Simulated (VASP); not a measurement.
# SiC: single point with r2SCAN

Crystal: SiC.

```
Si C
1.0
     3.19837    0.00000    0.00000
    -1.59919    2.76987    0.00000
     0.00000    0.00000    5.01742
Si C
2 2
Direct
  0.33333 0.66667 0.99779
  0.66667 0.33333 0.49779
  0.33333 0.66667 0.37721
  0.66667 0.33333 0.87721
```

This cell differs from its parent crystal: epitaxial xy strain +4.0%.

- Program: VASP 6.6.1
- Task: single point
- Functional: r2SCAN
- Potentials or basis: VASP PAW PBE potentials, release 64 (Si, C)
- Cutoff: 520 eV
- k mesh: 12 × 12 × 6
- Occupations: gaussian, width 0.01 eV
- Spin: no spin polarisation
- Dipole correction: no
- Further INCAR settings: ALGO = Normal; EDIFF = 1e-07; NBANDS = 16

```
Pressure               : -14.3 GPa
Band gap on the k mesh : 2.60 eV (least direct gap 3.88 eV)
```

Forces on the atoms (eV/Å):
```
Si   0.000  0.000  0.002
Si   0.000  0.000  0.002
C    0.000  0.000 -0.002
C    0.000  0.000 -0.002
```

Stress tensor (GPa, compression positive):
```
-21.40   0.00   0.00
  0.00 -21.40   0.00
  0.00   0.00  -0.03
```

Levels at points of the mesh, in eV from the valence-band top:
| k point | band 6 | band 7 | band 8 | band 9 | band 10 | band 11 |
| --- | --- | --- | --- | --- | --- | --- |
| (0.00, 0.00, 0.00) | -0.20 | -0.20 | 0.00 | 3.88 | 6.05 | 6.26 |
| (0.50, 0.00, 0.00) | -3.70 | -3.27 | -1.31 | 2.60 | 4.74 | 6.74 |
| (0.00, 0.00, 0.50) | -1.06 | -1.06 | -1.06 | 5.17 | 5.17 | 7.04 |
| (0.50, 0.00, 0.50) | -2.72 | -2.25 | -2.25 | 3.48 | 3.48 | 5.55 |

It took 83 s on 1 thread of Intel(R) Xeon(R) 6975P-C (Granite Rapids), with other jobs on the host, peak memory 0.19 GiB.

Caveat: the cell differs from its parent crystal (epitaxial xy strain +4.0%); the cell stands under tension; the PAW data sets were made with another functional, which shifts forces and pressure a little. A k mesh can miss the band edges.
